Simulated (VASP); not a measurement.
# SnSe in VASP: further runs, part 2 of 2

VASP 6.6.1. Earlier steps stand in the parts before.

## Step 3: Single point, r2SCAN (epitaxial 111 strain -2.0%)

Contents of POSCAR:

```
SnSe
1.0
    0.0810618666      3.0231327573      3.0231327573
    3.0231327573      0.0810618666      3.0231327573
    3.0231327573      3.0231327573      0.0810618666
Sn Se
1 1
Direct
    0.0000000000      0.0000000000      0.0000000000
    0.5000000000      0.5000000000      0.5000000000
```

Contents of INCAR.step1:

```
SYSTEM = SnSe
  PREC = Accurate
  ENCUT = 520
  ISMEAR = -1
  SIGMA = 0.02
  LREAL = .FALSE.
  LASPH = .TRUE.
  NELM = 80
  NBANDS = 17
  GGA = PE
  ALGO = Normal
  EDIFF = 1E-4
  LWAVE = .TRUE.
  LCHARG = .FALSE.
```

Contents of INCAR.step2:

```
SYSTEM = SnSe
  PREC = Accurate
  ENCUT = 520
  EDIFF = 1E-6
  ISMEAR = -1
  SIGMA = 0.02
  LREAL = .FALSE.
  LASPH = .TRUE.
  NELM = 80
  ALGO = Normal
  ISIF = 2
  LWAVE = .FALSE.
  LCHARG = .FALSE.
  METAGGA = R2SCAN
  LMIXTAU = .TRUE.
  NBANDS = 17
  ISTART = 1
```

Contents of KPOINTS:

```
regular mesh
0
G
  8 8 8
  0 0 0
```

Potentials or basis: VASP PAW PBE potentials, release 64 (Sn_d, Se).

On the command line:

```
$ cat potpaw_PBE.64/Sn_d/POTCAR potpaw_PBE.64/Se/POTCAR > POTCAR
$ cp INCAR.step1 INCAR
$ mpirun -np 1 vasp_std > vasp.out
$ cp INCAR.step2 INCAR
$ mpirun -np 1 vasp_std > vasp.out
```

OUTCAR:

```text
SYSTEM = SnSe
   PREC = Accurate
   ENCUT = 520
   EDIFF = 1E-6
   ISMEAR = -1
   LREAL = .FALSE.
   LASPH = .TRUE.
   NELM = 80
   ISIF = 2
   METAGGA = R2SCAN
   ISTART = 1

 ion  position               nearest neighbor table
   1  0.000  0.000  0.000-   2 2.98   2 2.98   2 2.98   2 2.98   2 2.98   2 2.98
   2  0.500  0.500  0.500-   1 2.98   1 2.98   1 2.98   1 2.98   1 2.98   1 2.98

  LATTYP: Found a trigonal (rhomboedric) cell.
 ALAT       =     4.2761237544
 COS(alpha) =     0.5266245456

[... 667 lines left out ...]

------------------------ aborting loop because EDIFF is reached ----------------------------------------

  FORCE on cell =-STRESS in cart. coord.  units (eV):
  Direction    XX          YY          ZZ          XY          YZ          ZX
  --------------------------------------------------------------------------------------
  -------------------------------------------------------------------------------------
  Total        0.4667072      0.4667072      0.4667072     -0.1812295     -0.1812295     -0.1812295
  in kB       14.0986567     14.0986567     14.0986567     -5.4747214     -5.4747214     -5.4747214
  external PRESSURE =      14.0986567 kB  Pullay stress =       0.0000000 kB

 VOLUME and BASIS-vectors are now :
 -----------------------------------------------------------------------------
  energy-cutoff  :      520.00
  volume of cell :       53.04
      direct lattice vectors                 reciprocal lattice vectors
     0.081061867  3.023132757  3.023132757    -0.172196660  0.167699976  0.167699976
     3.023132757  0.081061867  3.023132757     0.167699976 -0.172196660  0.167699976
     3.023132757  3.023132757  0.081061867     0.167699976  0.167699976 -0.172196660

 POSITION                                       TOTAL-FORCE (eV/Angst)
 -----------------------------------------------------------------------------------
      0.00000      0.00000      0.00000        -0.000000      0.000000      0.000000
      3.06366      3.06366      3.06366         0.000000     -0.000000     -0.000000
 -----------------------------------------------------------------------------------
    total drift:                                0.000000     -0.000000     -0.000000

  FREE ENERGIE OF THE ION-ELECTRON SYSTEM (eV)
  ---------------------------------------------------
  free  energy   TOTEN  =       -39.8651913491 eV

  energy  without entropy=      -39.8651868945  energy(sigma->0) =      -39.86518912
```

OUTCAR.step1:

```text
SYSTEM = SnSe
   PREC = Accurate
   ENCUT = 520
   ISMEAR = -1
   LREAL = .FALSE.
   LASPH = .TRUE.
[... 701 lines left out ...]
      0.00000      0.00000      0.00000         0.000000     -0.000000      0.000000
      3.06366      3.06366      3.06366        -0.000000      0.000000     -0.000000
 -----------------------------------------------------------------------------------
    total drift:                                0.000000     -0.000000     -0.000000

  FREE ENERGIE OF THE ION-ELECTRON SYSTEM (eV)
  ---------------------------------------------------
  free  energy   TOTEN  =        -8.1960477431 eV

  energy  without entropy=       -8.1960470451  energy(sigma->0) =       -8.19604739
```

OSZICAR.step1:

```text
N       E                     dE             d eps       ncg     rms          rms(c)
DAV:   1     0.133965529583E+03    0.13397E+03   -0.98522E+03  2229   0.147E+03
DAV:   2     0.456195734913E+01   -0.12940E+03   -0.12544E+03  2354   0.348E+02
DAV:   3    -0.803687005797E+01   -0.12599E+02   -0.12461E+02  2695   0.943E+01
DAV:   4    -0.835688210171E+01   -0.32001E+00   -0.31974E+00  2607   0.160E+01
DAV:   5    -0.836572973188E+01   -0.88476E-02   -0.88472E-02  3093   0.263E+00    0.321E+00
DAV:   6    -0.819584699359E+01    0.16988E+00   -0.41063E-01  3208   0.375E+00    0.193E+00
DAV:   7    -0.819417253319E+01    0.16745E-02   -0.78405E-02  2606   0.126E+00    0.927E-01
DAV:   8    -0.819613966587E+01   -0.19671E-02   -0.81474E-03  2692   0.803E-01    0.108E-01
DAV:   9    -0.819598885496E+01    0.15081E-03   -0.12566E-03  3065   0.301E-01    0.478E-02
DAV:  10    -0.819604774313E+01   -0.58888E-04   -0.16071E-04  2524   0.727E-02
   1 F= -.81960477E+01 E0= -.81960474E+01  d E =-.697997E-06
```

It took 60 s on 1 thread of Intel Xeon 6975P-C (Granite Rapids), shared host; peak memory 0.22 GiB.

What came out:

```
Free energy            : -39.8652 eV
Pressure               : 1.4 GPa
Band gap on the k mesh : 0.27 eV (least direct gap 0.57 eV)
```

Caveat: the cell differs from its parent crystal (epitaxial 111 strain -2.0%); the structure was generated, so it needn't be the stable form of SnSe; semilocal functionals underestimate gaps, and a narrow one can read as zero; the PAW data sets were made with another functional, which shifts forces and pressure a little; spin-orbit coupling is left out, which moves the levels of the heavy elements.

## Step 4: Single point, r2SCAN (epitaxial 111 strain -1.0%)

Contents of POSCAR:

```
SnSe
1.0
    0.0402700820      3.0123621042      3.0123621042
    3.0123621042      0.0402700820      3.0123621042
    3.0123621042      3.0123621042      0.0402700820
Sn Se
1 1
Direct
    0.0000000000      0.0000000000      0.0000000000
    0.5000000000      0.5000000000      0.5000000000
```

Contents of INCAR.step1:

```
SYSTEM = SnSe
PREC = Accurate
ENCUT = 520
ISMEAR = -1
SIGMA = 0.02
LREAL = .FALSE.
LASPH = .TRUE.
NELM = 100
NBANDS = 17
GGA = PE
ALGO = Normal
EDIFF = 1E-4
LWAVE = .TRUE.
LCHARG = .FALSE.
```

Contents of INCAR.step2:

```
SYSTEM = SnSe
PREC = Accurate
ENCUT = 520
EDIFF = 1E-6
ISMEAR = -1
SIGMA = 0.02
LREAL = .FALSE.
LASPH = .TRUE.
NELM = 100
ALGO = Normal
ISIF = 2
LWAVE = .FALSE.
LCHARG = .TRUE.
METAGGA = R2SCAN
LMIXTAU = .TRUE.
LELF = .TRUE.
LVHAR = .TRUE.
NBANDS = 17
ISTART = 1
```

KPOINTS is that of step 3.

Potentials or basis: VASP PAW PBE potentials, release 64 (Sn_d, Se).

On the command line:

```
$ cat potpaw_PBE.64/Sn_d/POTCAR potpaw_PBE.64/Se/POTCAR > POTCAR
$ cp INCAR.step1 INCAR
$ mpirun -np 1 vasp_std > vasp.out
$ cp INCAR.step2 INCAR
$ mpirun -np 1 vasp_std > vasp.out
```

OUTCAR:

```text
SYSTEM = SnSe
   PREC = Accurate
   ENCUT = 520
   EDIFF = 1E-6
   ISMEAR = -1
   LREAL = .FALSE.
   LASPH = .TRUE.
   NELM = 100
   ISIF = 2
   METAGGA = R2SCAN
   ISTART = 1

 ion  position               nearest neighbor table
   1  0.000  0.000  0.000-   2 2.99   2 2.99   2 2.99   2 2.99   2 2.99   2 2.99
   2  0.500  0.500  0.500-   1 2.99   1 2.99   1 2.99   1 2.99   1 2.99   1 2.99

  LATTYP: Found a trigonal (rhomboedric) cell.
 ALAT       =     4.2603136707
 COS(alpha) =     0.5133224059

[... 667 lines left out ...]

------------------------ aborting loop because EDIFF is reached ----------------------------------------

  FORCE on cell =-STRESS in cart. coord.  units (eV):
  Direction    XX          YY          ZZ          XY          YZ          ZX
  --------------------------------------------------------------------------------------
  -------------------------------------------------------------------------------------
  Total        0.2826260      0.2826260      0.2826260     -0.0889999     -0.0889999     -0.0889999
  in kB        8.4521613      8.4521613      8.4521613     -2.6616149     -2.6616149     -2.6616149
  external PRESSURE =       8.4521613 kB  Pullay stress =       0.0000000 kB

 VOLUME and BASIS-vectors are now :
 -----------------------------------------------------------------------------
  energy-cutoff  :      520.00
  volume of cell :       53.57
      direct lattice vectors                 reciprocal lattice vectors
     0.040270082  3.012362104  3.012362104    -0.169348686  0.167114651  0.167114651
     3.012362104  0.040270082  3.012362104     0.167114651 -0.169348686  0.167114651
     3.012362104  3.012362104  0.040270082     0.167114651  0.167114651 -0.169348686

 POSITION                                       TOTAL-FORCE (eV/Angst)
 -----------------------------------------------------------------------------------
      0.00000      0.00000      0.00000        -0.000000     -0.000000     -0.000000
      3.03250      3.03250      3.03250         0.000000      0.000000      0.000000
 -----------------------------------------------------------------------------------
    total drift:                                0.000000     -0.000000     -0.000000

  FREE ENERGIE OF THE ION-ELECTRON SYSTEM (eV)
  ---------------------------------------------------
  free  energy   TOTEN  =       -39.8746419493 eV

  energy  without entropy=      -39.8746417562  energy(sigma->0) =      -39.87464185
```

OUTCAR.step1:

```text
SYSTEM = SnSe
   PREC = Accurate
   ENCUT = 520
   ISMEAR = -1
   LREAL = .FALSE.
   LASPH = .TRUE.
[... 701 lines left out ...]
      0.00000      0.00000      0.00000        -0.000000      0.000000     -0.000000
      3.03250      3.03250      3.03250         0.000000     -0.000000      0.000000
 -----------------------------------------------------------------------------------
    total drift:                                0.000000     -0.000000     -0.000000

  FREE ENERGIE OF THE ION-ELECTRON SYSTEM (eV)
  ---------------------------------------------------
  free  energy   TOTEN  =        -8.2085934525 eV

  energy  without entropy=       -8.2085934379  energy(sigma->0) =       -8.20859345
```

Wall time 61 s (1 thread of Intel Xeon 6975P-C (Granite Rapids), shared host); peak memory 0.22 GiB.

What came out:

```yaml
Free_energy: -39.8746 eV
Pressure: 0.8 GPa
Band_gap_on_the_k_mesh: 0.39 eV (least direct gap 0.53 eV)
```

Stress tensor (GPa, compression positive):
```
 0.85 -0.27 -0.27
-0.27  0.85 -0.27
-0.27 -0.27  0.85
```

Caveat: the cell differs from its parent crystal (epitaxial 111 strain -1.0%); the structure was generated, so it needn't be the stable form of SnSe; semilocal functionals underestimate gaps, and a narrow one can read as zero; the PAW data sets were made with another functional, which shifts forces and pressure a little; spin-orbit coupling is left out, which moves the levels of the heavy elements. A k mesh can miss the band edges.

## Step 5: Single point, r2SCAN (epitaxial 111 strain +1.0%)

Contents of POSCAR:

```
SnSe
1.0
   -0.0417030803      2.9904312050      2.9904312050
    2.9904312050     -0.0417030803      2.9904312050
    2.9904312050      2.9904312050     -0.0417030803
Sn Se
1 1
Direct
    0.0000000000      0.0000000000      0.0000000000
    0.5000000000      0.5000000000      0.5000000000
```

Contents of INCAR.step1:

```
ALGO     = Normal         # electronic algorithm
EDIFF    = 1E-4           # SCF threshold, eV
ENCUT    = 520            # plane-wave cutoff, eV
GGA      = PE             # functional
ISMEAR   = -1             # smearing method
LASPH    = T              # aspherical terms in the spheres
LCHARG   = F              # write CHGCAR
LREAL    = F              # projectors in reciprocal space
LWAVE    = T              # write WAVECAR
NBANDS   = 17             # bands
NELM     = 60             # most SCF steps
PREC     = Accurate       # precision mode
SIGMA    = 0.02           # smearing width, eV
```

Contents of INCAR.step2:

```
ALGO     = Normal         # electronic algorithm
EDIFF    = 1E-6           # SCF threshold, eV
ENCUT    = 520            # plane-wave cutoff, eV
ISIF     = 2              # what is computed and relaxed
ISMEAR   = -1             # smearing method
ISTART   = 1            
LASPH    = T              # aspherical terms in the spheres
LCHARG   = F              # write CHGCAR
LMIXTAU  = T            
LREAL    = F              # projectors in reciprocal space
LWAVE    = F              # write WAVECAR
METAGGA  = R2SCAN         # meta-GGA
NBANDS   = 17             # bands
NELM     = 60             # most SCF steps
PREC     = Accurate       # precision mode
SIGMA    = 0.02           # smearing width, eV
```

Contents of KPOINTS:

```
k-points
0
Gamma
  8 8 8
```

On the command line:

```
$ cat potpaw_PBE.64/Sn_d/POTCAR potpaw_PBE.64/Se/POTCAR > POTCAR
$ cp INCAR.step1 INCAR
$ mpirun -np 1 vasp_std > vasp.out
$ cp INCAR.step2 INCAR
$ mpirun -np 1 vasp_std > vasp.out
```

Wall time 64 s (1 thread of Intel Xeon 6975P-C (Granite Rapids), shared host); peak memory 0.22 GiB.

The run converged. Its results:

```
Free energy            : -39.8769 eV
Pressure               : -0.2 GPa
Band gap on the k mesh : 0.31 eV (least direct gap 0.45 eV)
```

Stress tensor (GPa, compression positive):
```
-0.20  0.26  0.26
 0.26 -0.20  0.26
 0.26  0.26 -0.20
```

Levels at points of the mesh, in eV from the valence-band top:
```csv
k point,band 6,band 7,band 8,band 9,band 10,band 11,band 12,band 13,band 14,band 15
"(0.00, 0.00, 0.00)",-14.75,-5.29,-2.72,-2.72,-2.55,4.29,4.34,4.34,5.92,5.92
"(0.50, 0.00, 0.00)",-13.78,-8.62,-2.41,-2.34,0.00,0.46,1.10,1.19,8.51,10.17
"(0.50, 0.50, 0.00)",-13.48,-6.39,-5.97,-4.20,-4.05,3.09,5.38,5.44,6.12,10.57
"(0.50, 0.50, 0.50)",-13.75,-8.52,-2.46,-2.46,-0.14,0.31,0.99,0.99,8.58,10.48
```

Caveat: the cell differs from its parent crystal (epitaxial 111 strain +1.0%); the structure was generated, so it needn't be the stable form of SnSe; semilocal functionals underestimate gaps, and a narrow one can read as zero; the PAW data sets were made with another functional, which shifts forces and pressure a little; spin-orbit coupling is left out, which moves the levels of the heavy elements. A k mesh can miss the band edges.

## Step 6: Summary

```tsv
cell	gap on the mesh (eV)	pressure (GPa)
a = 4.246 Å, angles 60.0°, 2 atoms	0.49	0.3
a = 4.276 Å, angles 58.2°, 2 atoms	0.27	1.4
a = 4.260 Å, angles 59.1°, 2 atoms	0.39	0.8
a = 4.229 Å, angles 60.9°, 2 atoms	0.31	-0.2
```

Alike in all rows: task single point; level r2SCAN; potentials or basis VASP PAW PBE potentials, release 64 (Sn_d, Se); no spin polarisation; k mesh 8 × 8 × 8; cutoff (eV) 520; smearing fermi-dirac 0.02 eV.

Caveats: the structure was generated, so it needn't be the stable form of SnSe; semilocal functionals underestimate gaps, and a narrow one can read as zero; the PAW data sets were made with another functional, which shifts forces and pressure a little; spin-orbit coupling is left out, which moves the levels of the heavy elements.

Total energies depend on the potentials used, so only differences within one code and one set of settings carry meaning.
